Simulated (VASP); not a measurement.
A run of VASP 6.6.1:

Contents of INCAR:

```
SYSTEM = CuO
PREC = Accurate
ENCUT = 520
EDIFF = 1E-7
ISMEAR = -1
SIGMA = 0.05
LREAL = .False.
LASPH = .True.
NELM = 80
ALGO = Normal
ISIF = 2
LWAVE = .False.
LCHARG = .True.
LELF = .True.
LVHAR = .True.
NBANDS = 25
```

KPOINTS

```
Automatic mesh
0
Gamma
  9 9 5
  0 0 0
```

The input POSCAR:

```
CuO
1.0
    2.8795009639      0.0000000000      0.0000000000
    0.0390727580      2.8792794796      0.0000000000
    0.0174953863      0.0172449008      5.1763391994
Cu O
2 2
Direct
    0.0000000000      0.5000000000      0.0000000000
    0.5000000000      0.0000000000      0.5000000000
    0.9984239700      0.0016717800      0.7498871000
    0.0015760300      0.9983282200      0.2501129000
```

Potentials or basis: VASP PAW LDA potentials, release 64 (Cu, O).

Command:

```bash
$ cat potpaw_LDA.64/Cu/POTCAR potpaw_LDA.64/O/POTCAR > POTCAR
$ mpirun -np 1 vasp_std > vasp.out
```

Hardware: 1 thread of Intel Xeon 8259CL, with other jobs on the host.

How long does it take, and how much memory?

It took 4.6 min on 1 thread of Intel Xeon 8259CL, on a shared host, peak memory 0.28 GiB. Counts: scf iterations 17, k points 203.
